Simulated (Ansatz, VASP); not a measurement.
## Two plane-wave programs on InP

File INCAR:

```
ALGO     = Normal         # electronic algorithm
EDIFF    = 1E-6           # SCF threshold, eV
ENCUT    = 520            # plane-wave cutoff, eV
GGA      = CA             # functional
ISIF     = 2              # what is computed and relaxed
ISMEAR   = 0              # smearing method
LASPH    = T              # aspherical terms in the spheres
LCHARG   = F              # write CHGCAR
LREAL    = F              # projectors in reciprocal space
LWAVE    = F              # write WAVECAR
NBANDS   = 16             # bands
NELM     = 80             # most SCF steps
PREC     = Accurate       # precision mode
SIGMA    = 0.05           # smearing width, eV
```

File KPOINTS:

```
k-points
0
Gamma
  8 8 8
```

The input POSCAR:

```
InP
1.0
    0.0000000000      2.9516448736      2.9516448736
    2.9516448736      0.0000000000      2.9516448736
    2.9516448736      2.9516448736      0.0000000000
In P
1 1
Direct
    0.0000000000      0.0000000000      0.0000000000
    0.7500000000      0.7500000000      0.7500000000
```

Input for Ansatz:

```yaml
crystal:
  lattice:
    - [0.0, 2.9516448736, 2.9516448736]
    - [2.9516448736, 0.0, 2.9516448736]
    - [2.9516448736, 2.9516448736, 0.0]
  atoms:
    - { symbol: In, position: [0.0, 0.0, 0.0] }
    - { symbol: P, position: [0.75, 0.75, 0.75] }
basis:
  ecutwfc: 420
  ecutrho_ratio: 4
kpoints:
  mp_grid: { grid: [8, 8, 8] }
hamiltonian:
  xc: lda
scf:
  occupations: { method: gaussian, width: 0.05 }
output:
  forces: true
  stress: true
  eigenvalues: true
```

Alike in both runs: task single point; functional LDA; k mesh 8 × 8 × 8; occupations gaussian, width 0.05 eV; no spin polarisation.

|  | VASP | Ansatz |
| --- | --- | --- |
| version | VASP 6.6.1 | Ansatz 0.2.0 |
| potentials or method | VASP PAW LDA potentials, release 64 (In_d, P), cutoff 520 eV | scalar-relativistic, plane waves, PAW |
| valence electrons in the cell | 18 | 18 |

```csv
,VASP,Ansatz,Ansatz less VASP
gap on the k mesh at the Fermi level (eV),0.39,0.36,-0.029
least direct gap on the mesh (eV),0.39,0.36,-0.029
pressure (GPa),-2.5,-2.6,-0.01
```

LDA's correlation is that of Perdew and Zunger in VASP and of Perdew and Wang (1992) in Ansatz.
